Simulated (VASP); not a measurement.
The system is Ir.

```
Ir
1.0
     2.71486    0.00000    0.00000
    -1.35743    2.35114    0.00000
     0.00000    0.00000    4.43337
Ir
2
Direct
  0.33333 0.66667 0.25000
  0.66667 0.33333 0.75000
```

| Item | Value |
| --- | --- |
| Program | VASP 6.6.1 |
| Task | relaxation of cell and atoms |
| Functional | BLYP |
| Potentials or basis | VASP PAW PBE potentials, release 64 (Ir) |
| Cutoff | 600 eV |
| k mesh | 13 × 13 × 7 |
| Occupations | fermi-dirac, width 0.1 eV |
| Spin | no spin polarisation |

At the start: pressure 32.0 GPa; volume 14.15 Å³/atom.

How do energy, volume and symmetry change on relaxing?

Over 6 steps the energy falls by 120.1 meV/atom and the volume is 15.46 Å³/atom (+9.3 %); space group P6_3/mmc (No. 194, to 0.05 Å).

Step by step:
```
step  energy change (eV)  largest force (eV/Å)  pressure (GPa)  volume (Å³)
   1              0.0000                0.0000           31.97        28.30
   2              1.4768                0.0000          -37.68        41.51
   3             -0.2355                0.0000           -3.41        31.31
   4             -0.2395                0.0000           -0.54        30.99
   5             -0.2396                0.0000           -0.02        30.93
   6             -0.2402                0.0000            0.01        30.93
```

Final structure:
```cif
data_structure
_symmetry_space_group_name_H-M 'P 1'
_symmetry_Int_Tables_number 1
_cell_length_a 2.8037
_cell_length_b 2.8037
_cell_length_c 4.5432
_cell_angle_alpha 90.000
_cell_angle_beta 90.000
_cell_angle_gamma 120.000
_cell_volume 30.93
loop_
_atom_site_label
_atom_site_type_symbol
_atom_site_fract_x
_atom_site_fract_y
_atom_site_fract_z
_atom_site_occupancy
Ir1 Ir 0.33333 0.66667 0.25000 1
Ir2 Ir 0.66667 0.33333 0.75000 1
```

Caveat: the PAW data sets were made with another functional, which shifts forces and pressure a little.
